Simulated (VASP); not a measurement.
TiCo, 2 atoms in the cell. Symmetry: Pm-3m, No. 221, cubic system. The conventional cell has a = 2.986 Å, b = 2.986 Å, c = 2.986 Å, α = 90.00°, β = 90.00°, γ = 90.00°. Within 3.4 Å of Ti (site symmetry m-3m) lie 8 Co at 2.59 Å and 6 Ti at 2.99 Å. Within 3.4 Å of Co (site symmetry m-3m) lie 8 Ti at 2.59 Å and 6 Co at 2.99 Å. 

- Program: VASP 6.6.1
- Task: single point
- Functional: PBE
- Potentials or basis: VASP PAW PBE potentials, release 64 (Ti_sv, Co)
- Cutoff: 520 eV
- k mesh: 13 × 13 × 13
- Occupations: fermi-dirac, width 0.03 eV
- Spin: collinear spin, ferromagnetic start
- Starting moments: [0.0, 0.62] μB
- Fixed moment: 0.62 μB
- Dipole correction: no
- Further INCAR settings: ALGO = Normal; EDIFF = 1e-06; NBANDS = 22

Potentials or basis: VASP PAW PBE potentials, release 64 (Ti_sv, Co).

Run with:

```bash
$ cat potpaw_PBE.64/Ti_sv/POTCAR potpaw_PBE.64/Co/POTCAR > POTCAR
$ mpirun -np 1 vasp_std > vasp.out
```

Hardware: 1 thread of Intel Xeon 8259CL (shared host).

How long does it take, and how much memory?

Wall time 100 s on 1 thread of Intel Xeon 8259CL, on a shared host, peak memory 0.21 GiB. Counts: scf iterations 17, k points 84.
